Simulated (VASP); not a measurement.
A run of VASP 6.6.1:

File INCAR:

```
SYSTEM = SiC
PREC     = Accurate       ! precision mode
ENCUT    = 520            ! plane-wave cutoff, eV
EDIFF    = 1E-6           ! SCF threshold, eV
ISMEAR   = -1             ! smearing method
SIGMA    = 0.05           ! smearing width, eV
LREAL    = Auto         
LASPH    = .True.         ! aspherical terms in the spheres
NELM     = 60             ! most SCF steps
ALGO     = Normal         ! electronic algorithm
ISIF     = 2              ! what is computed and relaxed
LWAVE    = .False.        ! write WAVECAR
LCHARG   = .False.        ! write CHGCAR
GGA      = PS             ! functional
NBANDS   = 166            ! bands
```

The input KPOINTS:

```
regular mesh
0
Gamma
  1 1 1
  0 0 0
```

The input POSCAR:

```
SiC
1.0
    8.7137060000      0.0000000000      0.0000000000
    0.0000000000      8.7137060000      0.0000000000
    0.0000000000      0.0000000000      8.7137060000
Si C
32 32
Direct
    0.0000000000      0.0000000000      0.0000000000
    0.0000000000      0.0000000000      0.5000000000
    0.0000000000      0.5000000000      0.0000000000
    0.0000000000      0.5000000000      0.5000000000
    0.5000000000      0.0000000000      0.0000000000
    0.5000000000      0.0000000000      0.5000000000
    0.5000000000      0.5000000000      0.0000000000
    0.5000000000      0.5000000000      0.5000000000
    0.2500000000      0.2500000000      0.0000000000
    0.2500000000      0.2500000000      0.5000000000
    0.2500000000      0.7500000000      0.0000000000
    0.2500000000      0.7500000000      0.5000000000
    0.7500000000      0.2500000000      0.0000000000
    0.7500000000      0.2500000000      0.5000000000
    0.7500000000      0.7500000000      0.0000000000
    0.7500000000      0.7500000000      0.5000000000
    0.2500000000      0.0000000000      0.2500000000
    0.2500000000      0.0000000000      0.7500000000
    0.2500000000      0.5000000000      0.2500000000
    0.2500000000      0.5000000000      0.7500000000
    0.7500000000      0.0000000000      0.2500000000
    0.7500000000      0.0000000000      0.7500000000
    0.7500000000      0.5000000000      0.2500000000
    0.7500000000      0.5000000000      0.7500000000
    0.0000000000      0.2500000000      0.2500000000
    0.0000000000      0.2500000000      0.7500000000
    0.0000000000      0.7500000000      0.2500000000
    0.0000000000      0.7500000000      0.7500000000
    0.5000000000      0.2500000000      0.2500000000
    0.5000000000      0.2500000000      0.7500000000
    0.5000000000      0.7500000000      0.2500000000
    0.5000000000      0.7500000000      0.7500000000
    0.1250000000      0.1250000000      0.1250000000
    0.1250000000      0.1250000000      0.6250000000
    0.1250000000      0.6250000000      0.1250000000
    0.1250000000      0.6250000000      0.6250000000
    0.6250000000      0.1250000000      0.1250000000
    0.6250000000      0.1250000000      0.6250000000
    0.6250000000      0.6250000000      0.1250000000
    0.6250000000      0.6250000000      0.6250000000
    0.3750000000      0.3750000000      0.1250000000
    0.3750000000      0.3750000000      0.6250000000
    0.3750000000      0.8750000000      0.1250000000
    0.3750000000      0.8750000000      0.6250000000
    0.8750000000      0.3750000000      0.1250000000
    0.8750000000      0.3750000000      0.6250000000
    0.8750000000      0.8750000000      0.1250000000
    0.8750000000      0.8750000000      0.6250000000
    0.3750000000      0.1250000000      0.3750000000
    0.3750000000      0.1250000000      0.8750000000
    0.3750000000      0.6250000000      0.3750000000
    0.3750000000      0.6250000000      0.8750000000
    0.8750000000      0.1250000000      0.3750000000
    0.8750000000      0.1250000000      0.8750000000
    0.8750000000      0.6250000000      0.3750000000
    0.8750000000      0.6250000000      0.8750000000
    0.1250000000      0.3750000000      0.3750000000
    0.1250000000      0.3750000000      0.8750000000
    0.1250000000      0.8750000000      0.3750000000
    0.1250000000      0.8750000000      0.8750000000
    0.6250000000      0.3750000000      0.3750000000
    0.6250000000      0.3750000000      0.8750000000
    0.6250000000      0.8750000000      0.3750000000
    0.6250000000      0.8750000000      0.8750000000
```

Potentials or basis: VASP PAW PBE potentials, release 64 (Si, C).

The run is started by

```console
$ cat potpaw_PBE.64/Si/POTCAR potpaw_PBE.64/C/POTCAR > POTCAR
$ mpirun -np 1 vasp_gam > vasp.out
```

Hardware: 1 thread of AMD EPYC 7R43 64-Core Processor (Zen 3), on a shared host.

Question: Estimate the wall time of this run.

Answer: Wall time 3.3 min on 1 thread of AMD EPYC 7R43 64-Core Processor (Zen 3), on a shared host, peak memory 0.58 GiB. Counts: scf iterations 15, k points 1.
